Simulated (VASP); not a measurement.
# As (R-3m) in VASP: notebook

The runs below take As through single point, with PBEsol, r2SCAN-based global hybrid, PBE, BLYP.

Program: VASP 6.6.1. These are calculated values, not measurements. Logs are shortened: lines on timing, memory, paths and dates and some standing lists are left out, and cuts for length are marked.

## Step 1: The cell of the first run

The structure is trigonal, space group R-3m (No. 166). The conventional cell has a = 4.052 Å, b = 4.052 Å, c = 11.356 Å, α = 90.00°, β = 90.00°, γ = 120.00°. Within 3.6 Å of As (site symmetry 3m) lie 6 As at 2.70 to 3.38 Å.

## Step 2: Single point, PBEsol (volume scaled by 1.25)

INCAR

```
SYSTEM = As
  ALGO = Normal
  EDIFF = 1E-6
  ENCUT = 520
  GGA = PS
  ISIF = 2
  ISMEAR = -1
  LASPH = .TRUE.
  LCHARG = .TRUE.
  LELF = .TRUE.
  LREAL = .FALSE.
  LVHAR = .TRUE.
  LWAVE = .FALSE.
  NBANDS = 24
  NELM = 60
  PREC = Accurate
  SIGMA = 0.05
```

KPOINTS

```
k-points
0
G
  8 8 3
  0 0 0
```

POSCAR

```
As
1.0
    4.0520540800      0.0000000000      0.0000000000
   -2.0260270400      3.5091817708      0.0000000000
    0.0000000000      0.0000000000     11.3562256000
As
6
Direct
    0.0000000000      0.0000000000      0.2260000000
    0.0000000000      0.0000000000      0.7740000000
    0.6666666667      0.3333333333      0.5593333333
    0.6666666667      0.3333333333      0.1073333333
    0.3333333333      0.6666666667      0.8926666667
    0.3333333333      0.6666666667      0.4406666667
```

Potentials or basis: VASP PAW PBE potentials, release 64 (As).

The run is started by

```
$ cat potpaw_PBE.64/As/POTCAR > POTCAR
$ mpirun -np 1 vasp_std > vasp.out
```

OUTCAR:

```text
SYSTEM = As
   EDIFF = 1E-6
   ENCUT = 520
   GGA = PS
   ISIF = 2
   ISMEAR = -1
   LASPH = .TRUE.
   LREAL = .FALSE.
   NELM = 60
   PREC = Accurate

 ion  position               nearest neighbor table
   1  0.000  0.000  0.226-   4 2.70   4 2.70   4 2.70
   2  0.000  0.000  0.774-   5 2.70   5 2.70   5 2.70
   3  0.667  0.333  0.559-   6 2.70   6 2.70   6 2.70
   4  0.667  0.333  0.107-   1 2.70   1 2.70   1 2.70
   5  0.333  0.667  0.893-   2 2.70   2 2.70   2 2.70
   6  0.333  0.667  0.441-   3 2.70   3 2.70   3 2.70

  LATTYP: Found a hexagonal cell.
 ALAT       =     4.0520540800
 C/A-ratio  =     2.8025849053

  Lattice vectors:

 A1 = (   4.0520540800,   0.0000000000,   0.0000000000)
 A2 = (  -2.0260270400,   3.5091817708,   0.0000000000)
 A3 = (   0.0000000000,   0.0000000000,  11.3562256000)

Analysis of symmetry for initial positions (statically):
=====================================================================
 Subroutine PRICEL returns following result:

  LATTYP: Found a trigonal (rhomboedric) cell.
 ALAT       =     4.4499848522
 COS(alpha) =     0.5854247179

  Lattice vectors:

 A1 = (   0.0000000002,  -2.3394545140,   3.7854085330)
 A2 = (   2.0260270396,   1.1697272572,   3.7854085341)
 A3 = (  -2.0260270398,   1.1697272568,   3.7854085330)

   3 primitive cells build up your supercell.

 Routine SETGRP: Setting up the symmetry group for a
 hexagonal supercell.

 Subroutine GETGRP returns: Found 12 space group operations
 (whereof 12 operations were pure point group operations)
 out of a pool of 24 trial point group operations.

The static configuration has the point symmetry D_3d.

Analysis of symmetry for dynamics (positions and initial velocities):
=====================================================================
 Subroutine PRICEL returns following result:

  LATTYP: Found a trigonal (rhomboedric) cell.
 ALAT       =     4.4499848522
 COS(alpha) =     0.5854247179

  Lattice vectors:

 A1 = (   0.0000000002,  -2.3394545140,   3.7854085330)
 A2 = (   2.0260270396,   1.1697272572,   3.7854085341)
 A3 = (  -2.0260270398,   1.1697272568,   3.7854085330)

   3 primitive cells build up your supercell.

 Routine SETGRP: Setting up the symmetry group for a
 hexagonal supercell.

 Subroutine GETGRP returns: Found 12 space group operations
 (whereof 12 operations were pure point group operations)
 out of a pool of 24 trial point group operations.

The dynamic configuration has the point symmetry D_3d.

 Subroutine INISYM returns: Found 12 space group operations
 (whereof 12 operations are pure point group operations),
 and found     3 'primitive' translations

----------------------------------------------------------------------------------------

                                     Primitive cell

  volume of cell :      53.8262

  direct lattice vectors                    reciprocal lattice vectors
     0.000000000 -2.339454514  3.785408533     0.000000000 -0.284966715  0.088057426
     2.026027040  1.169727257  3.785408534     0.246788414  0.142483357  0.088057426
    -2.026027040  1.169727257  3.785408533    -0.246788414  0.142483357  0.088057426

  length of vectors
     4.449984852  4.449984853  4.449984852     0.298261863  0.298261863  0.298261863

  position of ions in fractional coordinates (direct lattice)
     0.226000000  0.226000000  0.226000000
     0.774000000  0.774000000  0.774000000

  ion indices of the primitive-cell ions
   primitive index   ion index
                 1           1
                 2           2

----------------------------------------------------------------------------------------

 KPOINTS: k-points

Automatic generation of k-mesh.
 Grid dimensions read from file:
 generate k-points for:    8    8    3

 Generating k-lattice:

  Cartesian coordinates                     Fractional coordinates (reciprocal lattice)
     0.030848552  0.017810420  0.000000000     0.125000000  0.000000000  0.000000000
     0.000000000  0.035620839  0.000000000     0.000000000  0.125000000  0.000000000
     0.000000000  0.000000000  0.029352475     0.000000000  0.000000000  0.333333333

  Length of vectors
     0.035620839  0.035620839  0.029352475

  Shift w.r.t. Gamma in fractional coordinates (k-lattice)
     0.000000000  0.000000000  0.000000000

 Subroutine IBZKPT returns following result:
 ===========================================

 Found     25 irreducible k-points:

 Following reciprocal coordinates:
            Coordinates               Weight
  0.000000  0.000000  0.000000      1.000000
  0.125000 -0.000000  0.000000      6.000000
  0.250000 -0.000000  0.000000      6.000000
  0.375000 -0.000000  0.000000      6.000000
  0.500000 -0.000000  0.000000      3.000000
  0.125000  0.125000  0.000000      6.000000
[... 16 lines left out ...]
 -0.125000  0.500000  0.333333     12.000000
  0.250000  0.250000  0.333333     12.000000
   k-points           NKPTS =     25   k-points in BZ     NKDIM =     25   number of bands    NBANDS=     24
   number of dos      NEDOS =    301   number of ions     NIONS =      6
   total plane-waves  NPLWV =  75600
   dimension x,y,z NGX =    30 NGY =   30 NGZ =   84
   dimension x,y,z NGXF=    60 NGYF=   60 NGZF=  168
   ions per type =               6
   NGX,Y,Z   is equivalent  to a cutoff of  12.31, 12.31, 12.30 a.u.
   NGXF,Y,Z  is equivalent  to a cutoff of  24.62, 24.62, 24.59 a.u.
 SYSTEM =  As
   PREC   = accura    normal or accurate (medium, high low for compatibility)
   ISTART =      0    job   : 0-new  1-cont  2-samecut
   ICHARG =      2    charge: 1-file 2-atom 10-const
   ISPIN  =      1    spin polarized calculation?
   LNONCOLLINEAR =      F non collinear calculations
   LSORBIT =      F    spin-orbit coupling
   LASPH  =      T    aspherical Exc in radial PAW
   ENCUT  =  520.0 eV  38.22 Ry    6.18 a.u.   7.53  7.53 21.12*2*pi/ulx,y,z
   NELM   =     60;   NELMIN=  2; NELMDL= -5     # of ELM steps
   EDIFF  = 0.1E-05   stopping-criterion for ELM
   LREAL  =      F    real-space projection
   EDIFFG = 0.1E-04   stopping-criterion for IOM
   NSW    =      0    number of steps for IOM
   IBRION =     -1    ionic relax: 0-MD 1-quasi-New 2-CG
   NFREE  =      0    steps in history (QN), initial steepest desc. (CG)
   ISIF   =      2    stress and relaxation
   ISYM   =      2    0-nonsym 1-usesym 2-fastsym
   POTIM  = 0.5000    time-step for ionic-motion
   TEBEG  =    0.0;   TEEND  =   0.0 temperature during run
   PSTRESS=    0.0 pullay stress
   NELECT =      30.0000    total number of electrons
   NUPDOWN=      -1.0000    fix difference up-down
   EMIN   =  10.00;   EMAX   =-10.00  energy-range for DOS
   EFERMI =   0.00;   METHOD = LEGACY
   ISMEAR =    -1;   SIGMA  =   0.05  broadening in eV -4-tet -1-fermi 0-gaus
   EFERMI_NEDOS =   21; number of points for ismear=-14 and -15
   IALGO  =     38    algorithm
   IMIX   =      4    mixing-type and parameters
     AMIX     =   0.40;   BMIX     =  1.00
     AMIX_MAG =   1.60;   BMIX_MAG =  1.00
  volume/ion in A,a.u.               =      26.91       181.62
  Fermi-wavevector in a.u.,A,eV,Ry     =   0.934136  1.765261 11.872586  0.872610
  Thomas-Fermi vector in A             =   2.060910
   LORBIT       =      0    0 simple, 1 ext, 2 COOP (PROOUT), +10 PAW based schemes
   GGA     = PS    functional components
   LHFCALC =     F    Hartree Fock is set to
   AEXX    =    0.0000 exact exchange contribution
   IVDW    =     0    specifies the selected vdW correction
   LEPSILON=     F    determine dielectric tensor
   LRPA    =     F    only Hartree local field effects (RPA)
 non-spin polarized calculation
  energy-cutoff  :      520.00
  volume of cell :      161.48
 maximum number of plane-waves:      4383
   NGX = 15   NGY = 15   NGZ = 43

 number of electron      29.9999998 magnetization

 Free energy of the ion-electron system (eV)
  ---------------------------------------------------
  ext. energy  EPLUGINS =         0.00000000
  ---------------------------------------------------
  free energy    TOTEN  =       -29.39102127 eV

  energy without entropy =      -29.38352218  energy(sigma->0) =      -29.38727172

 E-fermi :   3.0529     XC(G=0):  -9.1774

 val. band max:        2.9970891287   @ k =   0.1250  -0.0000   0.0000
 cond. band min:       3.1062706619   @ k =   0.0000   0.2500   0.3333
 fundamental gap:      0.1091815332
 Fermi energy:         3.0529488848

 k-point     1 :       0.0000    0.0000    0.0000
  band No.  band energies     occupation
      1     -10.1898      2.00000
      2      -9.5711      2.00000
      3      -9.5711      2.00000
      4      -5.4685      2.00000
      5      -5.4685      2.00000
      6      -3.7001      2.00000
[... 16 lines left out ...]
     23       5.5932      0.00000
     24       5.5932      0.00000

 k-point     2 :       0.1250   -0.0000    0.0000
  band No.  band energies     occupation
      1     -10.0371      2.00000
      2      -9.4314      2.00000
      3      -9.4283      2.00000
      4      -5.5231      2.00000
      5      -5.4921      2.00000
      6      -4.0379      2.00000
[... 16 lines left out ...]
     23       5.6620      0.00000
     24       5.9149      0.00000

 k-point     3 :       0.2500   -0.0000    0.0000
  band No.  band energies     occupation
      1      -9.5896      2.00000
      2      -9.0386      2.00000
      3      -9.0100      2.00000
      4      -5.8522      2.00000
      5      -5.6127      2.00000
      6      -4.9043      2.00000
[... 16 lines left out ...]
     23       6.3158      0.00000
     24       6.9435      0.00000
[... 514 lines left out ...]
 k-point    23 :      -0.1250    0.5000    0.3333
  band No.  band energies     occupation
      1      -8.3771      2.00000
      2      -8.1671      2.00000
      3      -8.0411      2.00000
      4      -6.9051      2.00000
      5      -6.5021      2.00000
      6      -6.3617      2.00000
[... 16 lines left out ...]
     23       6.5943      0.00000
     24       8.2673      0.00000

 k-point    24 :       0.2500    0.2500    0.3333
  band No.  band energies     occupation
      1      -8.4288      2.00000
      2      -8.2809      2.00000
      3      -7.9438      2.00000
      4      -6.6886      2.00000
      5      -6.5017      2.00000
      6      -6.4153      2.00000
[... 16 lines left out ...]
     23       7.3067      0.00000
     24       7.6097      0.00000

 [... further k-points ...]
[... 5 lines left out ...]
  --------------------------------------------------------------------------------------
  -------------------------------------------------------------------------------------
  Total      -11.6183116    -11.6183116     -8.3804372      0.0000000     -0.0000000      0.0000000
  in kB     -115.2758927   -115.2758927    -83.1499802      0.0000000     -0.0000000      0.0000000
  external PRESSURE =    -104.5672552 kB  Pullay stress =       0.0000000 kB

 VOLUME and BASIS-vectors are now :
 -----------------------------------------------------------------------------
  energy-cutoff  :      520.00
  volume of cell :      161.48
      direct lattice vectors                 reciprocal lattice vectors
     4.052054080  0.000000000  0.000000000     0.246788414  0.142483357  0.000000000
    -2.026027040  3.509181771  0.000000000     0.000000000  0.284966715  0.000000000
     0.000000000  0.000000000 11.356225600     0.000000000  0.000000000  0.088057426

 POSITION                                       TOTAL-FORCE (eV/Angst)
 -----------------------------------------------------------------------------------
      0.00000      0.00000      2.56651        -0.000000      0.000000     -0.808036
      0.00000      0.00000      8.78972         0.000000     -0.000000      0.808036
      2.02603      1.16973      6.35192        -0.000000      0.000000     -0.808036
      2.02603      1.16973      1.21890         0.000000     -0.000000      0.808036
     -0.00000      2.33945     10.13732        -0.000000      0.000000     -0.808036
     -0.00000      2.33945      5.00431         0.000000     -0.000000      0.808036
 -----------------------------------------------------------------------------------
    total drift:                               -0.000000      0.000000      0.000000

  FREE ENERGIE OF THE ION-ELECTRON SYSTEM (eV)
  ---------------------------------------------------
  free  energy   TOTEN  =       -29.3910212657 eV

  energy  without entropy=      -29.3835221815  energy(sigma->0) =      -29.38727172
```

Wall time 2.3 min (1 thread of AMD EPYC 7R13, shared host); peak memory 0.27 GiB.

Results:

```yaml
Free_energy: -29.3910 eV
Pressure: -10.5 GPa
Largest_force: 0.808 eV/Å
Band_gap_on_the_k_mesh: 0.11 eV
```

Forces on the atoms (eV/Å):
```
As   0.000  0.000 -0.808
As   0.000  0.000  0.808
As   0.000  0.000 -0.808
As   0.000  0.000  0.808
As   0.000  0.000 -0.808
As   0.000  0.000  0.808
```

Levels at points of the mesh, in eV from the valence-band top:
```
           k point  band 11  band 12  band 13  band 14  band 15  band 16  band 17  band 18  band 19  band 20
(0.00, 0.00, 0.00)    -1.34    -1.34    -1.34    -1.06    -1.06     1.36     1.36     1.36     1.36     1.39
(0.50, 0.00, 0.00)    -3.08    -2.42    -2.42    -1.66    -1.66     1.21     1.21     2.00     2.21     2.21
```

Caveat: the PAW data sets were made with another functional, which shifts forces and pressure a little. A k mesh can miss the band edges.

[end of part 1 of 2]
